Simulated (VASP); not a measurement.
A run of VASP 6.6.1:

The input INCAR:

```
  PREC = Accurate
  ENCUT = 520
  EDIFF = 1E-6
  ISMEAR = 0
  SIGMA = 0.02
  LREAL = False
  LASPH = True
  NELM = 100
  ALGO = Normal
  ISIF = 2
  LWAVE = False
  LCHARG = False
  GGA = PE
  IBRION = 2
  NSW = 50
  EDIFFG = -0.01
```

File KPOINTS:

```
regular mesh
0
Gamma
  6 6 6
```

File POSCAR:

```
Si3N4
1.0
   -3.1789573836      3.1789573836      3.1789573836
    3.1789573836     -3.1789573836      3.1789573836
    3.1789573836      3.1789573836     -3.1789573836
Si N
6 8
Direct
    0.2500000000      0.1250000000      0.8750000000
    0.8750000000      0.2500000000      0.1250000000
    0.7500000000      0.3750000000      0.6250000000
    0.6250000000      0.7500000000      0.3750000000
    0.1250000000      0.8750000000      0.2500000000
    0.3750000000      0.6250000000      0.7500000000
    0.5601289805      0.5601289805      0.5601289805
    0.4398710195      0.5000000000      0.0000000000
    0.5000000000      0.0000000000      0.9398710195
    0.0000000000      0.4398710195      0.5000000000
    0.9398710195      0.5000000000      0.0000000000
    0.0601289805      0.0601289805      0.0601289805
    0.0000000000      0.9398710195      0.5000000000
    0.5000000000      0.0000000000      0.4398710195
```

Potentials or basis: VASP PAW PBE potentials, release 64 (Si, N).

Command:

```bash
$ cat potpaw_PBE.64/Si/POTCAR potpaw_PBE.64/N/POTCAR > POTCAR
$ mpirun -np 1 vasp_std > vasp.out
```

Hardware: 1 thread of Oxide Virtual Turin-like Processor, on a shared host.

Task: How long does it take, and how much memory?

Result: It took 4.2 min on 1 thread of Oxide Virtual Turin-like Processor (shared host), peak memory 0.24 GiB. Counts: scf iterations 26, k points 16, ion steps 3.
